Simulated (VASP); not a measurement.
A run of VASP 6.6.1 is set up as follows.

The input INCAR:

```
  ALGO = Fast
  EDIFF = 1E-6
  ENCUT = 520
  GGA = PE
  ISIF = 2
  ISMEAR = 0
  ISYM = 0
  LASPH = True
  LCHARG = False
  LREAL = False
  LWAVE = False
  NBANDS = 12
  NELM = 60
  PREC = Accurate
  SIGMA = 0.1
```

KPOINTS

```
Automatic mesh
0
Gamma
  6 6 6
  0 0 0.5
```

POSCAR

```
Li
1.0
    1.5504989657      0.8951809952      7.5883000000
   -1.5504989657      0.8951809952      7.5883000000
    0.0000000000     -1.7903619905      7.5883000000
Li
3
Direct
    0.0000000000      0.0000000000      0.0000000000
    0.2220000000      0.2220000000      0.2220000000
    0.7780000000      0.7780000000      0.7780000000
```

Potentials or basis: VASP PAW PBE potentials, release 64 (Li_sv).

Launch:

```sh
$ cat potpaw_PBE.64/Li_sv/POTCAR > POTCAR
$ mpirun -np 1 vasp_std > vasp.out
```

(1) Predict the largest force.

## Answers

(1) 0.011 eV/Å.

Caveat: the k points lie up to 0.39 Å⁻¹ apart.
